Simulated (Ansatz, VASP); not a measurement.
## ZnS: VASP beside Ansatz

INCAR

```
SYSTEM = ZnS
PREC = Accurate
ENCUT = 520
EDIFF = 1E-7
ISMEAR = 0
SIGMA = 0.05
LREAL = .FALSE.
LASPH = .TRUE.
NELM = 80
ALGO = Normal
ISIF = 2
LWAVE = .FALSE.
LCHARG = .FALSE.
GGA = PE
NBANDS = 26
```

Contents of KPOINTS:

```
Automatic mesh
0
G
  12 12 4
  0 0 0
```

The input POSCAR:

```
ZnS
1.0
    3.7685831291      0.0000000000      0.0000000000
   -1.8842915645      3.2636887261      0.0000000000
    0.0000000000      0.0000000000      6.3053333047
Zn S
2 2
Direct
    0.3333333333      0.6666666667      0.0052197899
    0.6666666667      0.3333333333      0.5052197899
    0.3333333333      0.6666666667      0.3797802101
    0.6666666667      0.3333333333      0.8797802101
```

Input for Ansatz:

```yaml
crystal:
  lattice:
    - [3.7685831291, 0.0, 0.0]
    - [-1.8842915645, 3.2636887261, 0.0]
    - [0.0, 0.0, 6.3053333047]
  atoms:
    - { symbol: Zn, position: [0.3333333333, 0.6666666667, 0.0052197899] }
    - { symbol: Zn, position: [0.6666666667, 0.3333333333, 0.5052197899] }
    - { symbol: S, position: [0.3333333333, 0.6666666667, 0.3797802101] }
    - { symbol: S, position: [0.6666666667, 0.3333333333, 0.8797802101] }
basis:
  ecutwfc: 420
kpoints:
  mp_grid: { grid: [12, 12, 4] }
hamiltonian:
  xc: pbe
scf:
  occupations: { method: gaussian, width: 0.05 }
output:
  forces: true
  stress: true
  eigenvalues: true
```

Change from the starting cell: strain -0.0200 x Voigt [1, 1, 0, 0, 0, 0], atoms carried along.

Alike in both runs: task single point; functional PBE; k mesh 12 × 12 × 4; occupations gaussian, width 0.05 eV; no spin polarisation.

|  | VASP | Ansatz |
| --- | --- | --- |
| version | VASP 6.6.1 | Ansatz 0.2.0 |
| potentials or method | VASP PAW PBE potentials, release 64 (Zn, S), cutoff 520 eV | scalar-relativistic, plane waves, PAW |
| valence electrons in the cell | 36 | 36 |

|  | VASP | Ansatz | Ansatz less VASP |
| --- | --- | --- | --- |
| gap on the k mesh at the Fermi level (eV) | 2.21 | 2.21 | -0.005 |
| least direct gap on the mesh (eV) | 2.21 | 2.21 | -0.005 |
| pressure (GPa) | 3.3 | 3.1 | -0.18 |
| traceless stress, the component that is largest in VASP (GPa) | -1.95 | -1.94 | +0.015 |
| rms of the force components (eV/Å) | 0.085 | 0.083 | -0.0015 |

Atom by atom the forces differ by 0.002 eV/Å (rms over components).
